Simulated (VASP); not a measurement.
Here is a VASP 6.6.1 calculation.

File INCAR:

```
SYSTEM = PtS2
PREC = Accurate
ENCUT = 520
EDIFF = 1E-6
ISMEAR = 0
SIGMA = 0.05
LREAL = .False.
LASPH = .True.
NELM = 60
ALGO = Normal
ISIF = 2
LWAVE = .False.
LCHARG = .True.
LDIPOL = .True.
IDIPOL = 3
DIPOL = 0.5 0.5 0.500
GGA = PE
IVDW = 12
LELF = .True.
LVHAR = .True.
LVACPOTAV = .True.
NBANDS = 31
```

The input KPOINTS:

```
Automatic mesh
0
Gamma
  24 24 1
  0 0 0
```

POSCAR

```
PtS2
1.0
    3.5431994800      0.0000000000      0.0000000000
   -1.7715997400      3.0685007600      0.0000000000
    0.0000000000      0.0000000000     24.5582002285
S Pt
4 2
Direct
    0.6666666666      0.3333333334      0.3514901640
    0.3333333334      0.6666666667      0.4520638096
    0.6666666666      0.3333333334      0.5479369204
    0.3333333334      0.6666666667      0.6485085519
    0.0000000000      0.0000000000      0.4024000765
    0.0000000000      0.0000000000      0.5976004776
```

Potentials or basis: VASP PAW PBE potentials, release 64 (S, Pt).

Launch:

```bash
$ cat potpaw_PBE.64/S/POTCAR potpaw_PBE.64/Pt/POTCAR > POTCAR
$ mpirun -np 1 vasp_std > vasp.out
```

(1) Estimate the band gap on the k mesh.

(2) Predict the largest force.

(3) Estimate the dispersion energy per atom.

## Answers

(1) 0.81 eV (least direct gap 1.23 eV).

(2) 0.041 eV/Å.

(3) -0.357 eV.

Caveat: spin-orbit coupling is left out, which moves the levels of the heavy elements.
